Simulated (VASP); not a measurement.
## CdS: single point with PBE-based screened hybrid with 20 % exact exchange

Crystal: CdS.

```xyz
2
Lattice="3.3869 0.0000 0.0000 0.0000 3.3869 0.0000 0.0000 0.0000 3.3869" Properties=species:S:1:pos:R:3 pbc="T T T"
Cd    0.0000    0.0000    0.0000
S     1.6935    1.6935    1.6935
```

```
Program                            : VASP 6.6.1
Task                               : single point
Functional                         : PBE-based screened hybrid with 20 % exact exchange
Potentials or basis                : VASP PAW PBE potentials, release 64 (Cd, S)
Cutoff                             : 520 eV
k mesh                             : 4 × 4 × 4
Occupations                        : fermi-dirac, width 0.02 eV
Spin                               : no spin polarisation
Dipole correction                  : no
Grid for exact exchange (PRECFOCK) : Normal
Share of exact exchange            : 0.2
Further INCAR settings             : ALGO = Normal; EDIFF = 1e-07; NBANDS = 16
Screening parameter                : 0.3 1/Å
```

| Quantity | Value |
| --- | --- |
| Pressure | 1.4 GPa |
| Band gap on the k mesh | zero (bands 9 and 10 overlap by 0.57 eV) |

Levels at points of the mesh, in eV from the Fermi level:
| k point | band 7 | band 8 | band 9 | band 10 | band 11 | band 12 |
| --- | --- | --- | --- | --- | --- | --- |
| (0.00, 0.00, 0.00) | -1.38 | -1.38 | -1.38 | -0.60 | 7.06 | 7.06 |
| (0.50, 0.00, 0.00) | -6.47 | -0.07 | -0.07 | 3.78 | 5.21 | 7.80 |
| (0.50, 0.50, 0.00) | -4.86 | -4.86 | -0.71 | 0.01 | 8.40 | 8.40 |
| (0.50, 0.50, 0.50) | -2.33 | -2.33 | -2.33 | 2.06 | 2.06 | 2.06 |

It took 5.6 min on 1 thread of AMD EPYC 7R13 Processor (Zen 3), on a shared host, peak memory 0.23 GiB.

Caveat: the k points lie up to 0.46 Å⁻¹ apart, too coarse for converged energies and pressures of a metal; the structure was generated, so it needn't be the stable form of CdS; the PAW data sets were made with another functional, which shifts forces and pressure a little.
